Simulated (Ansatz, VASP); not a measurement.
# Two plane-wave programs on CuAu

File INCAR:

```
PREC = Accurate ; ENCUT = 600
EDIFF = 1E-6 ; ISMEAR = 0
SIGMA = 0.1 ; LREAL = F
LASPH = T ; NELM = 100
ALGO = Normal ; ISIF = 3
LWAVE = F ; LCHARG = F
GGA = PE ; IBRION = 2
NSW = 60 ; EDIFFG = -0.04
```

File KPOINTS:

```
Automatic mesh
0
Gamma
  6 6 6
```

POSCAR

```
CuAu
1.0
    2.8507022900      0.0000000000      0.0000000000
    0.0000000000      2.8507022900      0.0000000000
    0.0000000000      0.0000000000      3.5816087700
Cu Au
1 1
Direct
    0.5000000000      0.5000000000      0.5000000000
    0.0000000000      0.0000000000      0.0000000000
```

Input for Ansatz:

```yaml
crystal:
  lattice:
    - [2.85070229, 0.0, 0.0]
    - [0.0, 2.85070229, 0.0]
    - [0.0, 0.0, 3.58160877]
  atoms:
    - { symbol: Cu, position: [0.5, 0.5, 0.5] }
    - { symbol: Au, position: [0.0, 0.0, 0.0] }
basis:
  ecutwfc: 420
kpoints:
  mp_grid: { grid: [6, 6, 6] }
hamiltonian:
  xc: pbe
scf:
  occupations: { method: gaussian, width: 0.1 }
output:
  forces: true
  stress: true
  eigenvalues: true
relax:
  adjacent_minimum: "off"
  f_tol: 0.04
  max_steps: 40
  cell: { stress_tol: 0.4 }
```

Alike in both runs: task relaxation of cell and atoms; functional PBE; k mesh 6 × 6 × 6; occupations gaussian, width 0.1 eV; no spin polarisation.

```csv
,VASP,Ansatz
version,VASP 6.6.1,Ansatz 0.2.0
potentials or method,"VASP PAW PBE potentials, release 64 (Cu, Au), cutoff 600 eV","scalar-relativistic, plane waves, PAW"
valence electrons in the cell,22,38
```

VASP gave:

| Property | Result |
| --- | --- |
| gap on the k mesh at the Fermi level, each at its own relaxed structure (eV) | none |
| relaxed volume (Å³/atom) | 14.97 |
| relaxed cell length with the largest relative difference (Å) | 3.132 |

**Question.** What did Ansatz give for the same quantities?

**Answer.** gap on the k mesh at the Fermi level, each at its own relaxed structure (eV): none; relaxed volume (Å³/atom): 14.94; relaxed cell length with the largest relative difference (Å): 3.236.

A gap of «none» marks a metal or a gap that the smearing closes. VASP's potentials hold 22 valence electrons a cell and Ansatz's 38, so a difference there can come from the potentials and not from the codes.

The k mesh is coarse, so the values compare programs but aren't converged. Neither program's run includes spin-orbit coupling.
